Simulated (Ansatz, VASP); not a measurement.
This is a calculation of InPd for VASP 6.6.1.

Contents of INCAR:

```
SYSTEM = InPd
ALGO     = Normal         ! electronic algorithm
BPARAM   = 11.95        
CPARAM   = 0.0093       
EDIFF    = 1E-7           ! SCF threshold, eV
EDIFFG   = -0.01          ! ionic threshold
ENCUT    = 600            ! plane-wave cutoff, eV
IBRION   = 2              ! ionic algorithm
ISIF     = 3              ! what is computed and relaxed
ISMEAR   = -1             ! smearing method
IVDW_NL  = 2            
LASPH    = .TRUE.         ! aspherical terms in the spheres
LCHARG   = .FALSE.        ! write CHGCAR
LMIXTAU  = .TRUE.       
LREAL    = .FALSE.        ! projectors in reciprocal space
LUSE_VDW = .TRUE.       
LWAVE    = .FALSE.        ! write WAVECAR
METAGGA  = R2SCAN         ! meta-GGA
NELM     = 80             ! most SCF steps
NSW      = 40             ! ionic steps
PREC     = Accurate       ! precision mode
SIGMA    = 0.05           ! smearing width, eV
```

The input KPOINTS:

```
k-points
0
G
  8 8 8
  0 0 0
```

File POSCAR:

```
InPd
1.0
    0.0000000000      2.7460700000      2.7460700000
    2.7460700000      0.0000000000      2.7460700000
    2.7460700000      2.7460700000      0.0000000000
In Pd
1 1
Direct
    0.0000000000      0.0000000000      0.0000000000
    0.5000000000      0.5000000000      0.5000000000
```

Potentials or basis: VASP PAW PBE potentials, release 64 (In_d, Pd).

Launch:

```sh
$ cat potpaw_PBE.64/In_d/POTCAR potpaw_PBE.64/Pd/POTCAR > POTCAR
$ mpirun -np 1 vasp_std > vasp.out
```

**Question.** Translate it to Ansatz 0.2.0. Potentials there: Ansatz PAW.

**Answer.** As run (the cutoff follows the program's own potentials):

The input input.yaml:

```yaml
crystal:
  lattice:
    - [0.0, 2.74607, 2.74607]
    - [2.74607, 0.0, 2.74607]
    - [2.74607, 2.74607, 0.0]
  atoms:
    - { symbol: In, position: [0.0, 0.0, 0.0] }
    - { symbol: Pd, position: [0.5, 0.5, 0.5] }
hamiltonian:
  xc: r2scan
  pseudopotentials: { kind: paw }
  dispersion: rvv10
kpoints:
  mp_grid: { grid: [8, 8, 8] }
scf:
  occupations: { method: fermi_dirac, width: 0.05 }
output:
  forces: true
  stress: true
  eigenvalues: true
relax:
  f_tol: 0.01
  max_steps: 40
  cell: { stress_tol: 0.05 }
```

Potentials or basis: Ansatz PAW.

The run is started by

```console
$ ansatz run input.yaml --threads 2 --pin off --max-ram 5632MiB --backend cpu --events-out ev --progress --plain --runs-dir out
```

Both were run:

|  | VASP | Ansatz | Ansatz less VASP |
| --- | --- | --- | --- |
| gap on the k mesh at the Fermi level, each at its own relaxed structure (eV) | none | none | - |
| relaxed volume (Å³/atom) | 19.88 | 19.73 | -0.153 |
| relaxed cell length with the largest relative difference (Å) | 3.831 | 3.821 | -0.0098 |

VASP's potentials were made for PBE, not for r2SCAN. A gap of «none» marks a metal or a gap that the smearing closes. VASP's potentials hold 23 valence electrons a cell and Ansatz's 31, so a difference there can come from the potentials and not from the codes.

Noted on Ansatz's run: the plane-wave basis is chosen anew once the cell has moved, so the energies of steps on either side of that aren't comparable.
